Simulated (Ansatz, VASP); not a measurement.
## InSe: VASP beside Ansatz

The input INCAR:

```
SYSTEM = InSe
PREC = Accurate
ENCUT = 520
EDIFF = 1E-6
ISMEAR = 0
SIGMA = 0.03
LREAL = .FALSE.
LASPH = .TRUE.
NELM = 60
ALGO = Normal
ISIF = 2
LWAVE = .FALSE.
LCHARG = .TRUE.
GGA = PE
IVDW = 12
LELF = .TRUE.
LVHAR = .TRUE.
NBANDS = 27
LUSENCCL = .FALSE.
```

File KPOINTS:

```
regular mesh
0
G
  12 12 12
  0 0 0
```

File POSCAR:

```
InSe
1.0
    1.8991963021      1.0965014963      9.3764736779
   -1.8991963021      1.0965014963      9.3764736779
    0.0000000000     -2.1930029926      9.3764736778
In Se
2 2
Direct
    0.0000475051      0.0000475051      0.0000475051
    0.1121766890      0.1121766890      0.1121766890
    0.6151385375      0.6151385375      0.6151385375
    0.8303372684      0.8303372684      0.8303372684
```

Input for Ansatz:

```yaml
crystal:
  lattice:
    - [1.8991963021, 1.0965014963, 9.3764736779]
    - [-1.8991963021, 1.0965014963, 9.3764736779]
    - [0.0, -2.1930029926, 9.3764736778]
  atoms:
    - { symbol: In, position: [4.75051e-05, 4.75051e-05, 4.75051e-05] }
    - { symbol: In, position: [0.112176689, 0.112176689, 0.112176689] }
    - { symbol: Se, position: [0.6151385375, 0.6151385375, 0.6151385375] }
    - { symbol: Se, position: [0.8303372684, 0.8303372684, 0.8303372684] }
basis:
  ecutwfc: 420
kpoints:
  mp_grid: { grid: [12, 12, 12] }
hamiltonian:
  xc: pbe
  dispersion: d3bj
scf:
  occupations: { method: gaussian, width: 0.03 }
output:
  forces: true
  stress: true
  eigenvalues: true
```

Alike in both runs: task single point; functional PBE; dispersion D3(BJ); k mesh 12 × 12 × 12; occupations gaussian, width 0.03 eV; no spin polarisation.

|  | VASP | Ansatz |
| --- | --- | --- |
| version | VASP 6.6.1 | Ansatz 0.2.0 |
| potentials or method | VASP PAW PBE potentials, release 64 (In_d, Se), cutoff 520 eV | scalar-relativistic, plane waves, PAW |
| valence electrons in the cell | 38 | 58 |

```csv
,VASP,Ansatz,Ansatz less VASP
gap on the k mesh at the Fermi level (eV),1.00,1.01,+0.005
least direct gap on the mesh (eV),1.00,1.01,+0.005
pressure (GPa),1.1,1.0,-0.04
"traceless stress, the component that is largest in VASP (GPa)",-7.22,-7.22,0.000
rms of the force components (eV/Å),0.350,0.346,-0.0038
```

Atom by atom the forces differ by 0.008 eV/Å (rms over components). VASP's potentials hold 38 valence electrons a cell and Ansatz's 58, so a difference there can come from the potentials and not from the codes.
